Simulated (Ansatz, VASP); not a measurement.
# One calculation of Ta, two programs

```
CELL_PARAMETERS angstrom
-1.63602 1.63602 1.63602
1.63602 -1.63602 1.63602
1.63602 1.63602 -1.63602
ATOMIC_POSITIONS crystal
Ta 0.00000 0.00000 0.00000
```

Alike in both runs: functional PBEsol; k mesh 8 × 8 × 8; occupations gaussian, width 0.1 eV; no spin polarisation.

Ansatz relaxed the structure, and its values are those at the end. VASP's run is a single point on that final structure, the one shown.

|  | VASP | Ansatz |
| --- | --- | --- |
| version | VASP 6.6.1 | Ansatz 0.2.0 |
| potentials or method | VASP PAW PBE potentials, release 64 (Ta_pv), cutoff 500 eV | scalar-relativistic, plane waves, PAW |
| valence electrons in the cell | 11 | 13 |

```tsv
	VASP	Ansatz	Ansatz less VASP
gap on the k mesh at the Fermi level (eV)	none	none	-
pressure (GPa)	0.1	-0.1	-0.21
```

VASP's potentials were made for PBE, not for PBEsol. A gap of «none» marks a metal or a gap that the smearing closes. The functional is the same, so the differences come from potentials, cutoffs and numerics. VASP's potentials hold 11 valence electrons a cell and Ansatz's 13, so a difference there can come from the potentials and not from the codes.

Spin-orbit coupling is off throughout.
